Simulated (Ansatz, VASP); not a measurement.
**SnSe: VASP beside Ansatz**

```
Sn Se
1.0
     0.00000    3.01000    3.01000
     3.01000    0.00000    3.01000
     3.01000    3.01000    0.00000
Sn Se
1 1
Direct
  0.00000 0.00000 0.00000
  0.50000 0.50000 0.50000
```

Alike in both runs: task relaxation of cell and atoms; functional BLYP; dispersion D3(BJ); k mesh 6 × 6 × 6; no spin polarisation.

```csv
,VASP,Ansatz
version,VASP 6.6.1,Ansatz 0.2.0
potentials or method,"VASP PAW PBE potentials, release 64 (Sn_d, Se)","plane waves, PAW"
plane-wave cutoff (eV),500,420
occupations,"gaussian, width 0.01 eV",fixed
valence electrons in the cell,20,30
```

```csv
,VASP,Ansatz,Ansatz less VASP
relaxed volume (Å³/atom),27.05,27.04,-0.012
relaxed cell length with the largest relative difference (Å),4.245,4.245,-0.0006
```

VASP's potentials were made for PBE, not for BLYP. VASP's potentials hold 20 valence electrons a cell and Ansatz's 30, so a difference there can come from the potentials and not from the codes. Ansatz's warnings: relaxed geometry near dispersion switch.
